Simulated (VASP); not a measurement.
# WS2 (g.B) in VASP: notebook

WS2 (g.B) is run at these levels: PBEsol+D4; tasks: single point.

Everything below comes from runs of VASP 6.6.1. Logs are shortened: lines on timing, memory, paths and dates and some standing lists are left out, and cuts for length are marked.

## Step 1: The cell of the first run

The cell holds a sheet with vacuum, 3 atoms: a = 3.170 Å, b = 3.170 Å, c = 17.140 Å, α = 90.00°, β = 90.00°, γ = 120.00°.

## Step 2: Single point, PBEsol+D4

The input, INCAR:

```
SYSTEM = WS2
ALGO     = Normal         ! electronic algorithm
DIPOL    = 0.5 0.5 0.500
EDIFF    = 1E-6           ! SCF threshold, eV
ENCUT    = 400            ! plane-wave cutoff, eV
GGA      = PS             ! functional
GGA_COMPAT= .False.      
IDIPOL   = 3            
ISIF     = 2              ! what is computed and relaxed
ISMEAR   = 0              ! smearing method
IVDW     = 13             ! dispersion correction
LASPH    = .True.         ! aspherical terms in the spheres
LCHARG   = .False.        ! write CHGCAR
LDIPOL   = .True.       
LREAL    = .False.        ! projectors in reciprocal space
LWAVE    = .False.        ! write WAVECAR
NBANDS   = 20             ! bands
NELM     = 120            ! most SCF steps
NELMDL   = -8           
PREC     = Accurate       ! precision mode
SIGMA    = 0.03           ! smearing width, eV
```

The input, KPOINTS:

```
k-points
0
Gamma
  12 12 1
  0 0 0
```

The input, POSCAR:

```
WS2
1.0
    3.1700000000      0.0000000000      0.0000000000
   -1.5850000000      2.7453005300      0.0000000000
    0.0000000000      0.0000000000     17.1400000000
S W
2 1
Direct
    0.6666670000      0.3333330000      0.4084014002
    0.6666670000      0.3333330000      0.5915985998
    0.3333330000      0.6666670000      0.5000000000
```

Potentials or basis: VASP PAW PBE potentials, release 64 (S, W_sv).

Command:

```
$ cat potpaw_PBE.64/S/POTCAR potpaw_PBE.64/W_sv/POTCAR > POTCAR
$ mpirun -np 1 vasp_std > vasp.out
```

OUTCAR:

```text
SYSTEM = WS2
   EDIFF = 1E-6
   ENCUT = 400
   GGA = PS
   ISIF = 2
   ISMEAR = 0
   IVDW = 13
   LASPH = .True.
   LREAL = .False.
   NELM = 120
   NELMDL = -8
   PREC = Accurate

 ion  position               nearest neighbor table
   1  0.667  0.333  0.408-   3 2.41   3 2.41   3 2.41
   2  0.667  0.333  0.592-   3 2.41   3 2.41   3 2.41
   3  0.333  0.667  0.500-   1 2.41   2 2.41   1 2.41   2 2.41   1 2.41   2 2.41

  LATTYP: Found a hexagonal cell.
 ALAT       =     3.1700000000
 C/A-ratio  =     5.4069400631

  Lattice vectors:

 A1 = (   3.1700000000,   0.0000000000,   0.0000000000)
 A2 = (  -1.5850000000,   2.7453005300,   0.0000000000)
 A3 = (   0.0000000000,   0.0000000000,  17.1400000000)

Analysis of symmetry for initial positions (statically):
=====================================================================
 Subroutine PRICEL returns:
 Original cell was already a primitive cell.

 Routine SETGRP: Setting up the symmetry group for a
 hexagonal supercell.

 Subroutine GETGRP returns: Found 12 space group operations
 (whereof 12 operations were pure point group operations)
 out of a pool of 24 trial point group operations.

The static configuration has the point symmetry D_3h.

Analysis of symmetry for dynamics (positions and initial velocities):
=====================================================================
 Subroutine PRICEL returns:
 Original cell was already a primitive cell.

 Routine SETGRP: Setting up the symmetry group for a
 hexagonal supercell.

 Subroutine GETGRP returns: Found 12 space group operations
 (whereof 12 operations were pure point group operations)
 out of a pool of 24 trial point group operations.

The dynamic configuration has the point symmetry D_3h.

 Subroutine INISYM returns: Found 12 space group operations
 (whereof 12 operations are pure point group operations),
 and found     1 'primitive' translations

----------------------------------------------------------------------------------------

                                     Primitive cell

  volume of cell :     149.1626

  direct lattice vectors                    reciprocal lattice vectors
     3.170000000  0.000000000  0.000000000     0.315457413  0.182129422  0.000000000
[... 76 lines left out ...]
   ISPIN  =      1    spin polarized calculation?
   LNONCOLLINEAR =      F non collinear calculations
   LSORBIT =      F    spin-orbit coupling
   LASPH  =      T    aspherical Exc in radial PAW
   ENCUT  =  400.0 eV  29.40 Ry    5.42 a.u.   5.17  5.17 27.95*2*pi/ulx,y,z
   NELM   =    120;   NELMIN=  2; NELMDL= -8     # of ELM steps
   EDIFF  = 0.1E-05   stopping-criterion for ELM
   LREAL  =      F    real-space projection
[... 7 lines left out ...]
   TEBEG  =    0.0;   TEEND  =   0.0 temperature during run
   PSTRESS=    0.0 pullay stress
   NELECT =      26.0000    total number of electrons
   NUPDOWN=      -1.0000    fix difference up-down
   EMIN   =  10.00;   EMAX   =-10.00  energy-range for DOS
   EFERMI =   0.00;   METHOD = LEGACY
   ISMEAR =     0;   SIGMA  =   0.03  broadening in eV -4-tet -1-fermi 0-gaus
   EFERMI_NEDOS =   21; number of points for ismear=-14 and -15
   IALGO  =     38    algorithm
   IMIX   =      4    mixing-type and parameters
     AMIX     =   0.40;   BMIX     =  1.00
     AMIX_MAG =   1.60;   BMIX_MAG =  1.00
  volume/ion in A,a.u.               =      49.72       335.53
  Fermi-wavevector in a.u.,A,eV,Ry     =   0.914491  1.728137 11.378460  0.836293
  Thomas-Fermi vector in A             =   2.039124
   LORBIT       =      0    0 simple, 1 ext, 2 COOP (PROOUT), +10 PAW based schemes
   GGA     = PS    functional components
   LHFCALC =     F    Hartree Fock is set to
   AEXX    =    0.0000 exact exchange contribution
   IVDW    =    13    specifies the selected vdW correction
   LEPSILON=     F    determine dielectric tensor
   LRPA    =     F    only Hartree local field effects (RPA)
 non-spin polarized calculation
 Gauss-broadening in eV      SIGMA  =   0.03
  energy-cutoff  :      400.00
  volume of cell :      149.16
 maximum number of plane-waves:      2734
 NGX is ok and might be reduce to    24
   NGX = 11   NGY = 11   NGZ = 55

 number of electron      25.9999996 magnetization

 dipolmoment           0.000000      0.000000     -0.000000 electrons x Angstroem

 Free energy of the ion-electron system (eV)
  ---------------------------------------------------
  ext. energy  EPLUGINS =         0.00000000
  ---------------------------------------------------
  free energy    TOTEN  =       -25.24069129 eV

  energy without entropy =      -25.24069129  energy(sigma->0) =      -25.24069129

 E-fermi :  -1.1184     XC(G=0):  -4.5270

 val. band max:       -1.2695722316   @ k =   0.3333   0.3333   0.0000
 cond. band min:       0.5910915156   @ k =   0.3333   0.3333   0.0000
 fundamental gap:      1.8606637472
 Fermi energy:        -1.1184000904

 k-point     1 :       0.0000    0.0000    0.0000
  band No.  band energies     occupation
      1     -75.2219      2.00000
      2     -39.4745      2.00000
      3     -39.3052      2.00000
      4     -39.3052      2.00000
      5     -16.0467      2.00000
      6     -14.3917      2.00000
[... 426 lines left out ...]
     19       5.8467      0.00000
     20       8.0795      0.00000

------------------------ aborting loop because EDIFF is reached ----------------------------------------

 vacuum level on the upper side and lower side of the slab       (xc-potential included)        -0.181        -0.181

  DFT-D4 for vdW energy calculation

  Edisp (eV):   -0.51342

  FORCE on cell =-STRESS in cart. coord.  units (eV):
  Direction    XX          YY          ZZ          XY          YZ          ZX
  --------------------------------------------------------------------------------------
  -------------------------------------------------------------------------------------
  Total      -1.50924    -1.50924    -0.84331     0.00000     0.00000     0.00000
  in kB     -16.21098   -16.21098    -9.05816     0.00000     0.00000     0.00000
  external pressure =      -13.83 kB  Pullay stress =        0.00 kB

 VOLUME and BASIS-vectors are now :
 -----------------------------------------------------------------------------
  energy-cutoff  :      400.00
  volume of cell :      149.16
      direct lattice vectors                 reciprocal lattice vectors
     3.170000000  0.000000000  0.000000000     0.315457413  0.182129422  0.000000000
    -1.585000000  2.745300530  0.000000000     0.000000000  0.364258845  0.000000000
     0.000000000  0.000000000 17.140000000     0.000000000  0.000000000  0.058343057

 POSITION                                       TOTAL-FORCE (eV/Angst)
 -----------------------------------------------------------------------------------
      1.58500      0.91510      7.00000         0.000000     -0.000000      0.260848
      1.58500      0.91510     10.14000         0.000000      0.000000     -0.260848
     -0.00000      1.83020      8.57000        -0.000000     -0.000000      0.000000
 -----------------------------------------------------------------------------------
    total drift:                                0.000150     -0.000086      0.000000

  FREE ENERGIE OF THE ION-ELECTRON SYSTEM (eV)
  ---------------------------------------------------
  free  energy   TOTEN  =       -25.7541077279 eV

  energy  without entropy=      -25.7541077279  energy(sigma->0) =      -25.75410773

 vacuum level on the upper side and lower side of the slab         4.309         4.309
```

stdout:

```text
POSCAR found type information on POSCAR S W
 POSCAR found :  2 types and       3 ions
 scaLAPACK will be used
 -----------------------------------------------------------------------------
|                                                                             |
|                                                                             |
|     You enforced a specific xc type in the INCAR file but a different       |
|     I HOPE YOU KNOW WHAT YOU ARE DOING!                                     |
|                                                                             |
 -----------------------------------------------------------------------------

 LDA part: xc-table for (Slater+PW92), standard interpolation
 POSCAR, INCAR and KPOINTS ok, starting setup
 FFT: planning ... GRIDC
 FFT: planning ... GRID_SOFT
 FFT: planning ... GRID
 WAVECAR not read
 entering main loop
```

Run time: 96 s. Hardware: 1 thread of Intel Xeon 8259CL, shared host; peak memory 0.25 GiB.

What came out:

- Free energy: -25.7541 eV
- Largest force: 0.261 eV/Å
- Band gap on the k mesh: 1.86 eV, direct
- Dispersion energy per atom: -0.171 eV

Forces on the atoms (eV/Å):
```
S    0.000  0.000  0.261
S    0.000  0.000 -0.261
W    0.000  0.000  0.000
```

Caveat: the PAW data sets were made with another functional, which shifts forces and pressure a little; spin-orbit coupling is left out, which moves the levels of the heavy elements.

## Step 3: Single point, PBEsol+D4

This run uses another cell than the first one, of 85.11 Å³/atom, 1.712 times its volume.

The input, INCAR:

```
PREC = Accurate ; ENCUT = 400
EDIFF = 1E-6 ; ISMEAR = 0
SIGMA = 0.03 ; LREAL = False
LASPH = True ; NELM = 120
ALGO = Normal ; ISIF = 2
LWAVE = False ; LCHARG = False
LDIPOL = True ; IDIPOL = 3
DIPOL = 0.5 0.5 0.285 ; GGA = PS
IVDW = 13 ; NBANDS = 20
GGA_COMPAT = False ; NELMDL = -8
```

The input, KPOINTS:

```
regular mesh
0
Gamma
  12 12 1
```

The input, POSCAR:

```
WS2
1.0
    3.1307377794      0.0000000000      0.0000000000
   -1.5653688897      2.7112984495      0.0000000000
    0.0000000000      0.0000000000     30.0800000023
S W
2 1
Direct
    0.6666666667      0.3333333333      0.2326980138
    0.6666666667      0.3333333333      0.3371158160
    0.3333333333      0.6666666667      0.2849069149
```

Potentials or basis: VASP PAW PBE potentials, release 64 (S, W_sv).

Command:

```
$ cat potpaw_PBE.64/S/POTCAR potpaw_PBE.64/W_sv/POTCAR > POTCAR
$ mpirun -np 1 vasp_std > vasp.out
```

Wall time 2.9 min (1 thread of Intel Xeon 8259CL, shared host); peak memory 0.28 GiB.

It converged, with:

| Property | Result |
| --- | --- |
| Free energy | -25.7694 eV |
| Largest force | 0.017 eV/Å |
| Band gap on the k mesh | 2.00 eV, indirect (least direct gap 2.01 eV) |
| Dispersion energy per atom | -0.175 eV |

Forces in eV/Å, atoms in the order of the input:
```
S    0.000  0.000 -0.017
S    0.000  0.000  0.017
W    0.000  0.000  0.000
```

Levels at points of the mesh, in eV from the valence-band top:
```csv
k point,band 10,band 11,band 12,band 13,band 14,band 15,band 16,band 17
"(0.00, 0.00, 0.00)",-2.25,-1.54,-1.54,-0.19,3.03,3.03,3.19,3.19
"(0.50, 0.00, 0.00)",-3.44,-2.24,-1.15,-0.98,3.08,3.47,4.10,4.89
```

Caveat: the PAW data sets were made with another functional, which shifts forces and pressure a little; spin-orbit coupling is left out, which moves the levels of the heavy elements.
